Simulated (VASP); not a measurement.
# As: single point with PBEsol

As:

```
As
1.0
     0.00000    2.96639    2.96639
     2.96639    0.00000    2.96639
     2.96639    2.96639    0.00000
As
2
Direct
  0.12500 0.12500 0.12500
  0.87500 0.87500 0.87500
```

This cell differs from its parent crystal: volume scaled by 0.96.

| Quantity | Value |
| --- | --- |
| Program | VASP 6.6.1 |
| Task | single point |
| Functional | PBEsol |
| Potentials or basis | VASP PAW PBE potentials, release 64 (As) |
| Cutoff | 520 eV |
| k mesh | 10 × 10 × 10 |
| Occupations | fermi-dirac, width 0.1 eV |
| Spin | no spin polarisation |
| Dipole correction | no |
| Further INCAR settings | ALGO = Normal; EDIFF = 1e-06; NBANDS = 12 |

```json
{
  "Pressure": "2.4 GPa",
  "Band gap on the k mesh": "zero (band 5 reaches 4.45 eV, above the bottom of band 6 at 2.76 eV)"
}
```

Levels at points of the mesh, in eV from the Fermi level:
| k point | band 3 | band 4 | band 5 | band 6 | band 7 | band 8 |
| --- | --- | --- | --- | --- | --- | --- |
| (0.00, 0.00, 0.00) | -2.19 | -2.19 | -2.19 | 0.65 | 0.65 | 0.65 |
| (0.50, 0.00, 0.00) | -3.21 | -3.21 | -2.68 | 1.93 | 1.93 | 5.33 |
| (0.50, 0.50, 0.00) | -4.39 | -4.39 | -0.73 | -0.73 | 5.58 | 5.58 |

It took 32 s on 1 thread of AMD EPYC 7571, with other jobs on the host, peak memory 0.15 GiB.

Caveat: the PAW data sets were made with another functional, which shifts forces and pressure a little.
